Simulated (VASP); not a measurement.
# NaCl (Fm-3m) in VASP: settings compared

NaCl is run at these levels: r2SCAN, PBE; tasks: single point.

Program: VASP 6.6.1. These are calculated values, not measurements. Logs are shortened: lines on timing, memory, paths and dates and some standing lists are left out, and cuts for length are marked.

**1. The cell of the first run**

The structure is cubic, space group Fm-3m (No. 225). The conventional cell has a = 5.715 Å, b = 5.715 Å, c = 5.715 Å, α = 90.00°, β = 90.00°, γ = 90.00°. Within 3.8 Å of Na (site symmetry m-3m) lie 6 Cl at 2.86 Å. Within 3.8 Å of Cl (site symmetry m-3m) lie 6 Na at 2.86 Å.

**2. Single point, r2SCAN (23.34 Å³/atom)**

POSCAR reads:

```
NaCl
1.0
    0.0000000000      2.8576676214      2.8576676214
    2.8576676214      0.0000000000      2.8576676214
    2.8576676214      2.8576676214      0.0000000000
Na Cl
1 1
Direct
    0.0000000000      0.0000000000      0.0000000000
    0.5000000000      0.5000000000      0.5000000000
```

INCAR.step1 reads:

```
SYSTEM = NaCl
PREC     = Accurate       ! precision mode
ENCUT    = 520            ! plane-wave cutoff, eV
ISMEAR   = 0              ! smearing method
SIGMA    = 0.01           ! smearing width, eV
LREAL    = .False.        ! projectors in reciprocal space
LASPH    = .True.         ! aspherical terms in the spheres
NELM     = 100            ! most SCF steps
NBANDS   = 14             ! bands
GGA      = PE             ! functional
ALGO     = Normal         ! electronic algorithm
EDIFF    = 1E-4           ! SCF threshold, eV
LWAVE    = .True.         ! write WAVECAR
LCHARG   = .False.        ! write CHGCAR
```

INCAR.step2 reads:

```
SYSTEM = NaCl
PREC     = Accurate       ! precision mode
ENCUT    = 520            ! plane-wave cutoff, eV
EDIFF    = 1E-6           ! SCF threshold, eV
ISMEAR   = 0              ! smearing method
SIGMA    = 0.01           ! smearing width, eV
LREAL    = .False.        ! projectors in reciprocal space
LASPH    = .True.         ! aspherical terms in the spheres
NELM     = 100            ! most SCF steps
ALGO     = Normal         ! electronic algorithm
ISIF     = 2              ! what is computed and relaxed
LWAVE    = .False.        ! write WAVECAR
LCHARG   = .False.        ! write CHGCAR
METAGGA  = R2SCAN         ! meta-GGA
LMIXTAU  = .True.       
NBANDS   = 14             ! bands
ISTART   = 1
```

KPOINTS reads:

```
Automatic mesh
0
Gamma
  6 6 6
  0 0 0
```

Potentials or basis: VASP PAW PBE potentials, release 64 (Na_pv, Cl).

Started as:

```console
$ cat potpaw_PBE.64/Na_pv/POTCAR potpaw_PBE.64/Cl/POTCAR > POTCAR
$ cp INCAR.step1 INCAR
$ mpirun -np 1 vasp_std > vasp.out
$ cp INCAR.step2 INCAR
$ mpirun -np 1 vasp_std > vasp.out
```

OUTCAR:

```text
SYSTEM = NaCl
   PREC = Accurate
   ENCUT = 520
   EDIFF = 1E-6
   ISMEAR = 0
   LREAL = .False.
   LASPH = .True.
   NELM = 100
   ISIF = 2
   METAGGA = R2SCAN
   ISTART = 1

 ion  position               nearest neighbor table
   1  0.000  0.000  0.000-
   2  0.500  0.500  0.500-

  LATTYP: Found a face centered cubic cell.
 ALAT       =     5.7153352428

  Lattice vectors:

 A1 = (   0.0000000000,   2.8576676214,   2.8576676214)
 A2 = (   2.8576676214,   0.0000000000,   2.8576676214)
 A3 = (   2.8576676214,   2.8576676214,   0.0000000000)

Analysis of symmetry for initial positions (statically):
=====================================================================
 Subroutine PRICEL returns:
 Original cell was already a primitive cell.

 Routine SETGRP: Setting up the symmetry group for a
 face centered cubic supercell.

 Subroutine GETGRP returns: Found 48 space group operations
 (whereof 48 operations were pure point group operations)
 out of a pool of 48 trial point group operations.

The static configuration has the point symmetry O_h .

Analysis of symmetry for dynamics (positions and initial velocities):
=====================================================================
 Subroutine PRICEL returns:
 Original cell was already a primitive cell.

 Routine SETGRP: Setting up the symmetry group for a
 face centered cubic supercell.

 Subroutine GETGRP returns: Found 48 space group operations
 (whereof 48 operations were pure point group operations)
 out of a pool of 48 trial point group operations.

The dynamic configuration has the point symmetry O_h .

 Subroutine INISYM returns: Found 48 space group operations
 (whereof 48 operations are pure point group operations),
 and found     1 'primitive' translations

----------------------------------------------------------------------------------------

                                     Primitive cell

  volume of cell :      46.6729

  direct lattice vectors                    reciprocal lattice vectors
     0.000000000  2.857667621  2.857667621    -0.174967864  0.174967864  0.174967864
     2.857667621  0.000000000  2.857667621     0.174967864 -0.174967864  0.174967864
     2.857667621  2.857667621  0.000000000     0.174967864  0.174967864 -0.174967864

  length of vectors
     4.041352307  4.041352307  4.041352307     0.303053230  0.303053230  0.303053230

  position of ions in fractional coordinates (direct lattice)
     0.000000000  0.000000000  0.000000000
     0.500000000  0.500000000  0.500000000

  ion indices of the primitive-cell ions
   primitive index   ion index
                 1           1
                 2           2

----------------------------------------------------------------------------------------

 KPOINTS: Automatic mesh

Automatic generation of k-mesh.
 Grid dimensions read from file:
 generate k-points for:    6    6    6

 Generating k-lattice:

  Cartesian coordinates                     Fractional coordinates (reciprocal lattice)
    -0.029161311  0.029161311  0.029161311     0.166666667  0.000000000  0.000000000
     0.029161311 -0.029161311  0.029161311     0.000000000  0.166666667  0.000000000
     0.029161311  0.029161311 -0.029161311     0.000000000  0.000000000  0.166666667

  Length of vectors
     0.050508872  0.050508872  0.050508872

  Shift w.r.t. Gamma in fractional coordinates (k-lattice)
     0.000000000  0.000000000  0.000000000

 Subroutine IBZKPT returns following result:
 ===========================================

 Found     16 irreducible k-points:

 Following reciprocal coordinates:
            Coordinates               Weight
  0.000000  0.000000  0.000000      1.000000
  0.166667  0.000000  0.000000      8.000000
  0.333333  0.000000  0.000000      8.000000
  0.500000  0.000000  0.000000      4.000000
  0.166667  0.166667  0.000000      6.000000
  0.333333  0.166667  0.000000     24.000000
[... 8 lines left out ...]
 -0.333333  0.333333  0.166667     24.000000
 -0.333333  0.500000  0.166667     12.000000
   k-points           NKPTS =     16   k-points in BZ     NKDIM =     16   number of bands    NBANDS=     14
   number of dos      NEDOS =    301   number of ions     NIONS =      2
   total plane-waves  NPLWV =  27000
   dimension x,y,z NGX =    30 NGY =   30 NGZ =   30
   dimension x,y,z NGXF=    60 NGYF=   60 NGZF=   60
   ions per type =               1   1
   NGX,Y,Z   is equivalent  to a cutoff of  12.34, 12.34, 12.34 a.u.
   NGXF,Y,Z  is equivalent  to a cutoff of  24.68, 24.68, 24.68 a.u.
 SYSTEM =  NaCl
   PREC   = accura    normal or accurate (medium, high low for compatibility)
   ISTART =      1    job   : 0-new  1-cont  2-samecut
   ICHARG =      0    charge: 1-file 2-atom 10-const
   ISPIN  =      1    spin polarized calculation?
   LNONCOLLINEAR =      F non collinear calculations
   LSORBIT =      F    spin-orbit coupling
   LASPH  =      T    aspherical Exc in radial PAW
   ENCUT  =  520.0 eV  38.22 Ry    6.18 a.u.   7.51  7.51  7.51*2*pi/ulx,y,z
   NELM   =    100;   NELMIN=  2; NELMDL=  0     # of ELM steps
   EDIFF  = 0.1E-05   stopping-criterion for ELM
   LREAL  =      F    real-space projection
   EDIFFG = 0.1E-04   stopping-criterion for IOM
   NSW    =      0    number of steps for IOM
   IBRION =     -1    ionic relax: 0-MD 1-quasi-New 2-CG
   NFREE  =      0    steps in history (QN), initial steepest desc. (CG)
   ISIF   =      2    stress and relaxation
   ISYM   =      2    0-nonsym 1-usesym 2-fastsym
   POTIM  = 0.5000    time-step for ionic-motion
   TEBEG  =    0.0;   TEEND  =   0.0 temperature during run
   PSTRESS=    0.0 pullay stress
   NELECT =      14.0000    total number of electrons
   NUPDOWN=      -1.0000    fix difference up-down
   EMIN   =  10.00;   EMAX   =-10.00  energy-range for DOS
   EFERMI =   0.00;   METHOD = LEGACY
   ISMEAR =     0;   SIGMA  =   0.01  broadening in eV -4-tet -1-fermi 0-gaus
   EFERMI_NEDOS =   21; number of points for ismear=-14 and -15
   IALGO  =     38    algorithm
   IMIX   =      4    mixing-type and parameters
     AMIX     =   0.40;   BMIX     =  1.00
     AMIX_MAG =   1.60;   BMIX_MAG =  1.00
  volume/ion in A,a.u.               =      23.34       157.48
  Fermi-wavevector in a.u.,A,eV,Ry     =   1.095879  2.070910 16.339917  1.200950
  Thomas-Fermi vector in A             =   2.232210
   LORBIT       =      0    0 simple, 1 ext, 2 COOP (PROOUT), +10 PAW based schemes
   METAGGA = R2SCAN    functional components
   LHFCALC =     F    Hartree Fock is set to
   AEXX    =    0.0000 exact exchange contribution
   IVDW    =     0    specifies the selected vdW correction
   LEPSILON=     F    determine dielectric tensor
   LRPA    =     F    only Hartree local field effects (RPA)
 non-spin polarized calculation
 Gauss-broadening in eV      SIGMA  =   0.01
  energy-cutoff  :      520.00
  volume of cell :       46.67
 maximum number of plane-waves:      1278
   NGX = 15   NGY = 15   NGZ = 15

 number of electron      13.9999993 magnetization

 Free energy of the ion-electron system (eV)
  ---------------------------------------------------
  ext. energy  EPLUGINS =         0.00000000
  ---------------------------------------------------
  free energy    TOTEN  =       -13.77509256 eV

  energy without entropy =      -13.77509256  energy(sigma->0) =      -13.77509256

 E-fermi :  -1.2997     XC(G=0):  -8.4594

 val. band max:       -1.3860424717   @ k =   0.0000   0.0000   0.0000
 cond. band min:       4.3749719542   @ k =   0.0000   0.0000   0.0000
 fundamental gap:      5.7610144259
 Fermi energy:        -1.2997151885

 k-point     1 :       0.0000    0.0000    0.0000
  band No.  band energies     occupation
      1     -22.9821      2.00000
      2     -22.9818      2.00000
      3     -22.9818      2.00000
      4     -14.5208      2.00000
      5      -1.3860      2.00000
      6      -1.3860      2.00000
      7      -1.3860      2.00000
      8       4.3750      0.00000
      9      10.3328      0.00000
     10      10.3328      0.00000
     11      10.3328      0.00000
     12      12.5329      0.00000
     13      12.5329      0.00000
     14      14.0348      0.00000

 k-point     2 :       0.1667    0.0000    0.0000
  band No.  band energies     occupation
      1     -22.9877      2.00000
      2     -22.9825      2.00000
      3     -22.9822      2.00000
      4     -14.4480      2.00000
      5      -1.9360      2.00000
      6      -1.4529      2.00000
      7      -1.4529      2.00000
      8       5.1561      0.00000
      9       9.5334      0.00000
     10      10.6307      0.00000
     11      10.6308      0.00000
     12      12.2407      0.00000
     13      12.2407      0.00000
     14      15.2690      0.00000

 k-point     3 :       0.3333    0.0000    0.0000
  band No.  band energies     occupation
      1     -22.9994      2.00000
      2     -22.9833      2.00000
      3     -22.9830      2.00000
      4     -14.2969      2.00000
      5      -2.8136      2.00000
      6      -1.5807      2.00000
      7      -1.5807      2.00000
      8       6.2649      0.00000
      9       9.3094      0.00000
     10      10.5022      0.00000
     11      10.5024      0.00000
     12      13.3135      0.00000
     13      13.3137      0.00000
     14      14.6098      0.00000
[... 188 lines left out ...]
 k-point    15 :      -0.3333    0.3333    0.1667
  band No.  band energies     occupation
      1     -22.9976      2.00000
      2     -22.9907      2.00000
      3     -22.9867      2.00000
      4     -14.1728      2.00000
      5      -2.7669      2.00000
      6      -2.3159      2.00000
      7      -1.8895      2.00000
      8       8.1037      0.00000
      9       8.5414      0.00000
     10       9.1579      0.00000
     11      11.1892      0.00000
     12      13.4809      0.00000
     13      14.9703      0.00000
     14      15.9075      0.00000

 k-point    16 :      -0.3333    0.5000    0.1667
  band No.  band energies     occupation
      1     -22.9953      2.00000
      2     -22.9906      2.00000
      3     -22.9896      2.00000
      4     -14.1609      2.00000
      5      -2.7475      2.00000
      6      -2.2488      2.00000
      7      -2.0557      2.00000
      8       7.7796      0.00000
      9       8.0664      0.00000
     10       9.6921      0.00000
     11      11.3908      0.00000
     12      14.5568      0.00000
     13      15.4301      0.00000
     14      15.6497      0.00000

------------------------ aborting loop because EDIFF is reached ----------------------------------------

  FORCE on cell =-STRESS in cart. coord.  units (eV):
  Direction    XX          YY          ZZ          XY          YZ          ZX
  --------------------------------------------------------------------------------------
  -------------------------------------------------------------------------------------
  Total       -0.4608115     -0.4608115     -0.4608115     -0.0000000     -0.0000000     -0.0000000
  in kB      -15.8186261    -15.8186261    -15.8186261     -0.0000000     -0.0000000     -0.0000000
  external PRESSURE =     -15.8186261 kB  Pullay stress =       0.0000000 kB

 VOLUME and BASIS-vectors are now :
 -----------------------------------------------------------------------------
  energy-cutoff  :      520.00
  volume of cell :       46.67
      direct lattice vectors                 reciprocal lattice vectors
     0.000000000  2.857667621  2.857667621    -0.174967864  0.174967864  0.174967864
     2.857667621  0.000000000  2.857667621     0.174967864 -0.174967864  0.174967864
     2.857667621  2.857667621  0.000000000     0.174967864  0.174967864 -0.174967864

 POSITION                                       TOTAL-FORCE (eV/Angst)
 -----------------------------------------------------------------------------------
      0.00000      0.00000      0.00000         0.000000      0.000000      0.000000
      2.85767      2.85767      2.85767        -0.000000      0.000000     -0.000000
 -----------------------------------------------------------------------------------
    total drift:                               -0.000000      0.000000      0.000000

  FREE ENERGIE OF THE ION-ELECTRON SYSTEM (eV)
  ---------------------------------------------------
  free  energy   TOTEN  =       -13.7750925560 eV

  energy  without entropy=      -13.7750925560  energy(sigma->0) =      -13.77509256
```

Run time: 85 s. Hardware: 1 thread of AMD EPYC 7R43 (Zen 3), shared host; peak memory 0.13 GiB.

Results:

| Property | Result |
| --- | --- |
| Free energy | -13.7751 eV |
| Pressure | -1.6 GPa |
| Band gap on the k mesh | 5.76 eV |

Levels at points of the mesh, in eV from the valence-band top:
| k point | band 5 | band 6 | band 7 | band 8 | band 9 | band 10 |
| --- | --- | --- | --- | --- | --- | --- |
| (0.00, 0.00, 0.00) | 0.00 | 0.00 | 0.00 | 5.76 | 11.72 | 11.72 |
| (0.50, 0.00, 0.00) | -1.80 | -0.26 | -0.26 | 7.87 | 11.29 | 11.67 |
| (0.50, 0.50, 0.00) | -1.58 | -0.57 | -0.57 | 8.33 | 8.64 | 11.91 |

Caveat: the PAW data sets were made with another functional, which shifts forces and pressure a little.

[end of part 1 of 2]
